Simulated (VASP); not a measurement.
A run of VASP 6.6.1 is set up as follows.

INCAR

```
ALGO = Normal
EDIFF = 1E-6
ENCUT = 520
GGA = PE
ISIF = 2
ISMEAR = 0
LASPH = T
LCHARG = F
LREAL = F
LWAVE = F
NBANDS = 32
NELM = 60
PREC = Accurate
SIGMA = 0.1
```

Contents of KPOINTS:

```
k-points
0
Gamma
  6 6 4
```

File POSCAR:

```
Bi2Se3
1.0
    5.3814332600      0.0000000000      0.0000000000
   -2.6907166300      4.6604579100      0.0000000000
    0.0000000000      0.0000000000      5.9905724900
Bi Se
2 3
Direct
    0.3333333300      0.6666666700      0.5000000000
    0.6666666700      0.3333333300      0.5000000000
    0.2588839800      0.0000000000      0.5000000000
    0.0000000000      0.2588839800      0.5000000000
    0.7411160200      0.7411160200      0.5000000000
```

Potentials or basis: VASP PAW PBE potentials, release 64 (Bi_d, Se).

Launch:

```sh
$ cat potpaw_PBE.64/Bi_d/POTCAR potpaw_PBE.64/Se/POTCAR > POTCAR
$ mpirun -np 1 vasp_std > vasp.out
```

Question: What does it give for the largest force?

Answer: 20.151 eV/Å.

Question: Estimate the band gap on the k mesh.

Answer: Zero (bands 24 and 25 overlap by 1.14 eV).

Question: Predict the pressure.

Answer: 106.7 GPa.

Stress tensor (GPa, compression positive):
```
160.24   0.00   0.00
  0.00 160.24   0.00
  0.00   0.00  -0.49
```

Caveat: the cell stands under pressure; spin-orbit coupling is left out, which moves the levels of the heavy elements; forces of over 1 eV/Å act on the atoms, so gaps and moduli don't describe the material at rest.
